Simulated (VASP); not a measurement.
The system is Zr2B.

```
CELL_PARAMETERS angstrom
3.39331 0.00000 0.00000
-1.69665 2.93869 0.00000
0.00000 0.00000 3.66387
ATOMIC_POSITIONS crystal
Zr 0.33333 0.66667 0.50000
Zr 0.66667 0.33333 0.50000
B 0.00000 0.00000 0.00000
```

- Program: VASP 6.6.1
- Task: relaxation of cell and atoms
- Functional: PBE
- Potentials or basis: VASP PAW PBE potentials, release 64 (Zr_sv, B)
- Cutoff: 600 eV
- k mesh: 6 × 6 × 6
- Occupations: gaussian, width 0.1 eV
- Spin: no spin polarisation

At the start: pressure 159.6 GPa; volume 12.18 Å³/atom.

Problem. How do energy, volume and symmetry change on relaxing?

Solution. Over 13 steps the energy falls by 4245.5 meV/atom and the volume is 16.68 Å³/atom (+37.0 %); space group P6/mmm (No. 191, to 0.05 Å).

Step by step:
```
step  energy change (eV)  largest force (eV/Å)  pressure (GPa)  volume (Å³)
   1              0.0000                0.0000          159.60        36.54
   2             -4.2642                0.0000          -23.31       125.99
   3            -10.8296                0.0000          -15.57        69.49
   4            -10.9710                0.0000          -14.27        66.89
   5            -11.0974                0.0000           -8.69        60.23
   6            -11.1050                0.0000          -10.00        61.43
   7            -12.5136                0.0000           -4.97        53.29
   8            -12.7245                0.0000           -0.73        50.47
   9            -12.7350                0.0000            1.04        49.55
  10            -12.7354                0.0000            0.53        49.80
  11            -12.7364                0.0000           -0.35        50.22
  12            -12.7365                0.0000           -0.16        50.13
  13            -12.7366                0.0000            0.02        50.04
```

Final structure:
```yaml
crystal:
  lattice:
    - [4.51720, 0.00000, 0.00000]
    - [-2.25860, 3.91201, 0.00000]
    - [0.00000, 0.00000, 2.83150]
  atoms:
    - { symbol: Zr, position: [0.33333, 0.66667, 0.50000] }
    - { symbol: Zr, position: [0.66667, 0.33333, 0.50000] }
    - { symbol: B, position: [0.00000, 0.00000, 0.00000] }
```

Caveat: the volume moved by over 15 % at a fixed basis, so the end points are rough.
